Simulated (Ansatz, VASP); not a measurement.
**One calculation of Pd, two programs**

```
Pd
1.0
     2.73867    0.00000    0.00000
    -1.36934    2.37176    0.00000
     0.00000    0.00000    4.61715
Pd
2
Direct
  0.66667 0.33333 0.75000
  0.33333 0.66667 0.25000
```

Alike in both runs: functional r2SCAN; k mesh 18 × 18 × 10; occupations gaussian, width 0.1 eV; no spin polarisation.

Ansatz relaxed the structure, and its values are those at the end. VASP's run is a single point on that final structure, the one shown.

|  | VASP | Ansatz |
| --- | --- | --- |
| version | VASP 6.6.1 | Ansatz 0.2.0 |
| potentials or method | VASP PAW PBE potentials, release 64 (Pd), cutoff 520 eV | scalar-relativistic, plane waves, PAW |
| valence electrons in the cell | 20 | 36 |

Ansatz gave:

| Quantity | Value |
| --- | --- |
| gap on the k mesh at the Fermi level (eV) | none |
| pressure (GPa) | 0.0 |

Problem. What did VASP give for the same quantities?

Solution. gap on the k mesh at the Fermi level (eV): none; pressure (GPa): 0.7.

VASP's potentials were made for PBE, not for r2SCAN. A gap of «none» marks a metal or a gap that the smearing closes. With one functional, cell and mesh, what is left measures potentials, basis and numerics. VASP's potentials hold 20 valence electrons a cell and Ansatz's 36, so a difference there can come from the potentials and not from the codes.
